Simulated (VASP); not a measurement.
# Ge2Sb2Te5 (P-3m1) in VASP: single point with PBE+D3(BJ)

Aim: the single point of Ge2Sb2Te5 with PBE+D3(BJ).

Program: VASP 6.6.1. These are calculated values, not measurements. Logs are shortened: lines on timing, memory, paths and dates and some standing lists are left out, and cuts for length are marked.

### 1 The cell of the first run

The structure is trigonal, space group P-3m1 (No. 164). Conventional cell: a = 4.232 Å, b = 4.232 Å, c = 16.852 Å, α = 90.00°, β = 90.00°, γ = 120.00°. Within 3.9 Å of Te (site symmetry -3m) lie 6 Ge at 2.98 Å. Te (site symmetry 3m) has 3 Ge at 2.95 Å and 3 Sb at 3.16 Å within 3.9 Å. Te (site symmetry 3m) has 3 Sb at 2.99 Å and 3 Te at 3.62 Å within 3.9 Å. Within 3.9 Å of Ge (site symmetry 3m) lie 6 Te at 2.95 to 2.98 Å. Sb (site symmetry 3m) has 6 Te at 2.99 to 3.16 Å within 3.9 Å.

### 2 Single point, PBE+D3(BJ)

Contents of INCAR:

```
SYSTEM = Ge2Sb2Te5
PREC     = Accurate       ! precision mode
ENCUT    = 520            ! plane-wave cutoff, eV
EDIFF    = 1E-6           ! SCF threshold, eV
ISMEAR   = 0              ! smearing method
SIGMA    = 0.03           ! smearing width, eV
LREAL    = .False.        ! projectors in reciprocal space
LASPH    = .True.         ! aspherical terms in the spheres
NELM     = 100            ! most SCF steps
ALGO     = Normal         ! electronic algorithm
ISIF     = 2              ! what is computed and relaxed
LWAVE    = .False.        ! write WAVECAR
LCHARG   = .False.        ! write CHGCAR
GGA      = PE             ! functional
IVDW     = 12             ! dispersion correction
NBANDS   = 44             ! bands
```

Contents of KPOINTS:

```
regular mesh
0
Gamma
  10 10 2
  0 0 0
```

Contents of POSCAR:

```
Ge2Sb2Te5
1.0
    4.2316749278     -0.0000002887      0.0000000000
   -2.1158372139      3.6647381324      0.0000000000
    0.0000000000      0.0000000000     16.8520163858
Te Ge Sb
5 2 2
Direct
    0.0000000000      1.0000000000      0.0000000000
    0.6666666667      0.3333333333      0.1994372100
    0.3333333333      0.6666666667      0.4209171744
    0.6666666667      0.3333333333      0.5790828256
    0.3333333333      0.6666666667      0.8005627900
    0.3333333333      0.6666666667      0.1008208341
    0.6666666667      0.3333333333      0.8991791659
    1.0000000000      1.0000000000      0.3183541986
    1.0000000000      0.0000000000      0.6816458014
```

Potentials or basis: VASP PAW PBE potentials, release 64 (Te, Ge_d, Sb).

Run with:

```bash
$ cat potpaw_PBE.64/Te/POTCAR potpaw_PBE.64/Ge_d/POTCAR potpaw_PBE.64/Sb/POTCAR > POTCAR
$ mpirun -np 1 vasp_std > vasp.out
```

OUTCAR:

```text
SYSTEM = Ge2Sb2Te5
   PREC = Accurate
   ENCUT = 520
   EDIFF = 1E-6
   ISMEAR = 0
   LREAL = .False.
   LASPH = .True.
   NELM = 100
   ISIF = 2
   GGA = PE
   IVDW = 12
 IVDW          = 12

 ion  position               nearest neighbor table
   1  0.000  0.000  0.000-   6 2.98   7 2.98   7 2.98   6 2.98   7 2.98   6 2.98
   2  0.667  0.333  0.199-   6 2.95   6 2.95   6 2.95   8 3.16   8 3.16   8 3.16
   3  0.333  0.667  0.421-   8 2.99   8 2.99   8 2.99   4 3.62   4 3.62   4 3.62
   4  0.667  0.333  0.579-   9 2.99   9 2.99   9 2.99   3 3.62   3 3.62   3 3.62
   5  0.333  0.667  0.801-   7 2.95   7 2.95   7 2.95   9 3.16   9 3.16   9 3.16
   6  0.333  0.667  0.101-   2 2.95   2 2.95   2 2.95   1 2.98   1 2.98   1 2.98
   7  0.667  0.333  0.899-   5 2.95   5 2.95   5 2.95   1 2.98   1 2.98   1 2.98
   8  0.000  0.000  0.318-   3 2.99   3 2.99   3 2.99   2 3.16   2 3.16   2 3.16
   9  0.000  0.000  0.682-   4 2.99   4 2.99   4 2.99   5 3.16   5 3.16   5 3.16

  LATTYP: Found a hexagonal cell.
 ALAT       =     4.2316749278
 C/A-ratio  =     3.9823513557

  Lattice vectors:

 A1 = (   4.2316749278,  -0.0000002887,   0.0000000000)
 A2 = (  -2.1158372139,   3.6647381324,   0.0000000000)
 A3 = (   0.0000000000,   0.0000000000,  16.8520163858)

Analysis of symmetry for initial positions (statically):
=====================================================================
 Subroutine PRICEL returns:
 Original cell was already a primitive cell.

 Routine SETGRP: Setting up the symmetry group for a
 hexagonal supercell.

 Subroutine GETGRP returns: Found 12 space group operations
 (whereof 12 operations were pure point group operations)
 out of a pool of 24 trial point group operations.

The static configuration has the point symmetry D_3d.

Analysis of symmetry for dynamics (positions and initial velocities):
=====================================================================
 Subroutine PRICEL returns:
 Original cell was already a primitive cell.

 Routine SETGRP: Setting up the symmetry group for a
 hexagonal supercell.

 Subroutine GETGRP returns: Found 12 space group operations
 (whereof 12 operations were pure point group operations)
 out of a pool of 24 trial point group operations.

The dynamic configuration has the point symmetry D_3d.

 Subroutine INISYM returns: Found 12 space group operations
 (whereof 12 operations are pure point group operations),
 and found     1 'primitive' translations

----------------------------------------------------------------------------------------

                                     Primitive cell

  volume of cell :     261.3407

  direct lattice vectors                    reciprocal lattice vectors
     4.231674928 -0.000000289  0.000000000     0.236313057  0.136435386  0.000000000
    -2.115837214  3.664738132  0.000000000     0.000000019  0.272870804  0.000000000
     0.000000000  0.000000000 16.852016386     0.000000000  0.000000000  0.059340080

  length of vectors
     4.231674928  4.231674928 16.852016386     0.272870804  0.272870804  0.059340080

  position of ions in fractional coordinates (direct lattice)
     0.000000000  0.000000000  0.000000000
     0.666666667  0.333333333  0.199437210
     0.333333333  0.666666667  0.420917174
     0.666666667  0.333333333  0.579082826
     0.333333333  0.666666667  0.800562790
     0.333333333  0.666666667  0.100820834
     0.666666667  0.333333333  0.899179166
     0.000000000  0.000000000  0.318354199
     0.000000000  0.000000000  0.681645801

  ion indices of the primitive-cell ions
   primitive index   ion index
                 1           1
                 2           2
                 3           3
                 4           4
                 5           5
                 6           6
                 7           7
                 8           8
                 9           9

----------------------------------------------------------------------------------------

 KPOINTS: regular mesh

Automatic generation of k-mesh.
 Grid dimensions read from file:
 generate k-points for:   10   10    2

 Generating k-lattice:

  Cartesian coordinates                     Fractional coordinates (reciprocal lattice)
     0.023631306  0.013643539  0.000000000     0.100000000  0.000000000  0.000000000
     0.000000002  0.027287080  0.000000000     0.000000000  0.100000000  0.000000000
     0.000000000  0.000000000  0.029670040     0.000000000  0.000000000  0.500000000

  Length of vectors
     0.027287080  0.027287080  0.029670040

  Shift w.r.t. Gamma in fractional coordinates (k-lattice)
     0.000000000  0.000000000  0.000000000

 Subroutine IBZKPT returns following result:
 ===========================================

 Found     28 irreducible k-points:

 Following reciprocal coordinates:
            Coordinates               Weight
  0.000000  0.000000  0.000000      1.000000
  0.100000 -0.000000  0.000000      6.000000
  0.200000 -0.000000  0.000000      6.000000
  0.300000 -0.000000  0.000000      6.000000
  0.400000 -0.000000  0.000000      6.000000
  0.500000 -0.000000  0.000000      3.000000
[... 16 lines left out ...]
  0.300000  0.100000  0.500000     12.000000
  0.400000  0.100000  0.500000     12.000000
 [... further k-points ...]
   k-points           NKPTS =     28   k-points in BZ     NKDIM =     28   number of bands    NBANDS=     44
   number of dos      NEDOS =    301   number of ions     NIONS =      9
   total plane-waves  NPLWV = 129024
   dimension x,y,z NGX =    32 NGY =   32 NGZ =  126
   dimension x,y,z NGXF=    64 NGYF=   64 NGZF=  252
   ions per type =               5   2   2
   NGX,Y,Z   is equivalent  to a cutoff of  12.57, 12.57, 12.43 a.u.
   NGXF,Y,Z  is equivalent  to a cutoff of  25.14, 25.14, 24.86 a.u.
 SYSTEM =  Ge2Sb2Te5
   PREC   = accura    normal or accurate (medium, high low for compatibility)
   ISTART =      0    job   : 0-new  1-cont  2-samecut
   ICHARG =      2    charge: 1-file 2-atom 10-const
   ISPIN  =      1    spin polarized calculation?
   LNONCOLLINEAR =      F non collinear calculations
   LSORBIT =      F    spin-orbit coupling
   LASPH  =      T    aspherical Exc in radial PAW
   ENCUT  =  520.0 eV  38.22 Ry    6.18 a.u.   7.87  7.87 31.33*2*pi/ulx,y,z
   NELM   =    100;   NELMIN=  2; NELMDL= -5     # of ELM steps
   EDIFF  = 0.1E-05   stopping-criterion for ELM
   LREAL  =      F    real-space projection
[... 7 lines left out ...]
   TEBEG  =    0.0;   TEEND  =   0.0 temperature during run
   PSTRESS=    0.0 pullay stress
   NELECT =      68.0000    total number of electrons
   NUPDOWN=      -1.0000    fix difference up-down
   EMIN   =  10.00;   EMAX   =-10.00  energy-range for DOS
   EFERMI =   0.00;   METHOD = LEGACY
   ISMEAR =     0;   SIGMA  =   0.03  broadening in eV -4-tet -1-fermi 0-gaus
   EFERMI_NEDOS =   21; number of points for ismear=-14 and -15
   IALGO  =     38    algorithm
   IMIX   =      4    mixing-type and parameters
     AMIX     =   0.40;   BMIX     =  1.00
     AMIX_MAG =   1.60;   BMIX_MAG =  1.00
  volume/ion in A,a.u.               =      29.04       195.96
  Fermi-wavevector in a.u.,A,eV,Ry     =   1.045142  1.975033 14.861950  1.092322
  Thomas-Fermi vector in A             =   2.179925
   LORBIT       =      0    0 simple, 1 ext, 2 COOP (PROOUT), +10 PAW based schemes
   GGA     = PE    functional components
   LHFCALC =     F    Hartree Fock is set to
   AEXX    =    0.0000 exact exchange contribution
   IVDW    =    12    specifies the selected vdW correction
   LEPSILON=     F    determine dielectric tensor
   LRPA    =     F    only Hartree local field effects (RPA)
 non-spin polarized calculation
 Gauss-broadening in eV      SIGMA  =   0.03
  energy-cutoff  :      520.00
  volume of cell :      261.34
 maximum number of plane-waves:      7080
 NGX is ok and might be reduce to    32
   NGX = 15   NGY = 15   NGZ = 63

 number of electron      67.9999996 magnetization

 Free energy of the ion-electron system (eV)
  ---------------------------------------------------
  ext. energy  EPLUGINS =         0.00000000
  ---------------------------------------------------
  free energy    TOTEN  =       -33.87550776 eV

  energy without entropy =      -33.87549790  energy(sigma->0) =      -33.87550283

 E-fermi :   6.9160     XC(G=0):  -9.6234

 val. band max:        6.8650840571   @ k =   0.0000   0.0000   0.0000
 cond. band min:       6.9721327996   @ k =   0.0000   0.0000   0.0000
 fundamental gap:      0.1070487425
 Fermi energy:         6.9160235374

 k-point     1 :       0.0000    0.0000    0.0000
  band No.  band energies     occupation
      1     -18.1997      2.00000
      2     -18.1997      2.00000
      3     -18.1988      2.00000
      4     -18.1988      2.00000
      5     -18.1931      2.00000
      6     -18.1929      2.00000
[... 36 lines left out ...]
     43       8.4709      0.00000
     44       9.5368      0.00000

 k-point     2 :       0.1000   -0.0000    0.0000
  band No.  band energies     occupation
      1     -18.2001      2.00000
      2     -18.1996      2.00000
      3     -18.1990      2.00000
      4     -18.1987      2.00000
      5     -18.1930      2.00000
      6     -18.1929      2.00000
[... 36 lines left out ...]
     43       8.8084      0.00000
     44       9.6762      0.00000

 k-point     3 :       0.2000   -0.0000    0.0000
  band No.  band energies     occupation
      1     -18.2009      2.00000
      2     -18.1996      2.00000
      3     -18.1995      2.00000
      4     -18.1984      2.00000
      5     -18.1931      2.00000
      6     -18.1925      2.00000
[... 976 lines left out ...]
     43       9.9532      0.00000
     44      10.5169      0.00000

 k-point    24 :       0.4000    0.1000    0.5000
  band No.  band energies     occupation
      1     -18.2028      2.00000
      2     -18.2009      2.00000
      3     -18.1995      2.00000
      4     -18.1978      2.00000
      5     -18.1934      2.00000
      6     -18.1920      2.00000
[... 36 lines left out ...]
     43      10.2395      0.00000
     44      10.4967      0.00000

 [... further k-points ...]

------------------------ aborting loop because EDIFF is reached ----------------------------------------

 Edisp (eV)   -3.89282

 E8    (eV) :    -1.7871

  FORCE on cell =-STRESS in cart. coord.  units (eV):
  Direction    XX          YY          ZZ          XY          YZ          ZX
  --------------------------------------------------------------------------------------
  -------------------------------------------------------------------------------------
  Total      -0.01021    -0.01021     0.00517     0.00000     0.00000     0.00000
  in kB      -0.06262    -0.06262     0.03168     0.00000     0.00000     0.00000
  external pressure =       -0.03 kB  Pullay stress =        0.00 kB

 VOLUME and BASIS-vectors are now :
 -----------------------------------------------------------------------------
  energy-cutoff  :      520.00
  volume of cell :      261.34
      direct lattice vectors                 reciprocal lattice vectors
     4.231674928 -0.000000289  0.000000000     0.236313057  0.136435386  0.000000000
    -2.115837214  3.664738132  0.000000000     0.000000019  0.272870804  0.000000000
     0.000000000  0.000000000 16.852016386     0.000000000  0.000000000  0.059340080

 POSITION                                       TOTAL-FORCE (eV/Angst)
 -----------------------------------------------------------------------------------
      0.00000      0.00000      0.00000         0.000000     -0.000000     -0.000000
      2.11584      1.22158      3.36092         0.000000      0.000000      0.010097
      0.00000      2.44316      7.09330         0.000000     -0.000000      0.020792
      2.11584      1.22158      9.75871         0.000000     -0.000000     -0.020792
      0.00000      2.44316     13.49110         0.000000     -0.000000     -0.010097
      0.00000      2.44316      1.69903        -0.000000      0.000000      0.000755
      2.11584      1.22158     15.15298        -0.000000     -0.000000     -0.000755
      0.00000      0.00000      5.36491         0.000000     -0.000000     -0.025378
      0.00000      0.00000     11.48711         0.000000     -0.000000      0.025378
 -----------------------------------------------------------------------------------
    total drift:                               -0.000000      0.000000      0.000000

  FREE ENERGIE OF THE ION-ELECTRON SYSTEM (eV)
  ---------------------------------------------------
  free  energy   TOTEN  =       -37.7683285862 eV

  energy  without entropy=      -37.7683187297  energy(sigma->0) =      -37.76832366
```

It took 4.5 min on 1 thread of Intel Xeon 6975P-C (Granite Rapids), shared host; peak memory 0.51 GiB.

Results:

```yaml
Free_energy: -37.7683 eV
Pressure: 0.0 GPa
Largest_force: 0.025 eV/Å
Band_gap_on_the_k_mesh: 0.11 eV
Dispersion_energy_per_atom: -0.433 eV
```

Forces in eV/Å, atoms in the order of the input:
```
Te   0.000  0.000  0.000
Te   0.000  0.000  0.010
Te   0.000  0.000  0.021
Te   0.000  0.000 -0.021
Te   0.000  0.000 -0.010
Ge   0.000  0.000  0.001
Ge   0.000  0.000 -0.001
Sb   0.000  0.000 -0.025
Sb   0.000  0.000  0.025
```

Caveat: spin-orbit coupling is left out, which moves the levels of the heavy elements. A k mesh can miss the band edges.
